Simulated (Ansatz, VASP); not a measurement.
Sc3RhAu: VASP beside Ansatz

```
Sc Rh Au
1.0
     5.05846    0.00000    0.00000
     0.00000    5.05846    0.00000
     0.00000    0.00000    5.05846
Sc Rh Au
3 1 1
Direct
  0.50000 0.50000 0.00000
  0.00000 0.50000 0.50000
  0.50000 0.00000 0.50000
  0.00000 0.00000 0.00000
  0.50000 0.50000 0.50000
```

Change from the starting cell: species swapped into the Lu3InN type (Pm-3m, No. 221).

Alike in both runs: functional PBE; k mesh 8 × 8 × 8; occupations gaussian, width 0.1 eV; no spin polarisation.

Ansatz relaxed the structure, and its values are those at the end. VASP's run is a single point on that final structure, the one shown.

|  | VASP | Ansatz |
| --- | --- | --- |
| version | VASP 6.6.1 | Ansatz 0.2.0 |
| potentials or method | VASP PAW PBE potentials, release 64 (Sc_sv, Rh_pv, Au), cutoff 520 eV | scalar-relativistic, plane waves, PAW |
| valence electrons in the cell | 59 | 69 |

Ansatz gave:

```
gap on the k mesh at the Fermi level (eV) : none
pressure (GPa)                            : 0.0
```

Problem. What did VASP give for the same quantities?

Solution. gap on the k mesh at the Fermi level (eV): none; pressure (GPa): 0.1.

A gap of «none» marks a metal or a gap that the smearing closes. VASP's potentials hold 59 valence electrons a cell and Ansatz's 69, so a difference there can come from the potentials and not from the codes.

Neither program's run includes spin-orbit coupling.
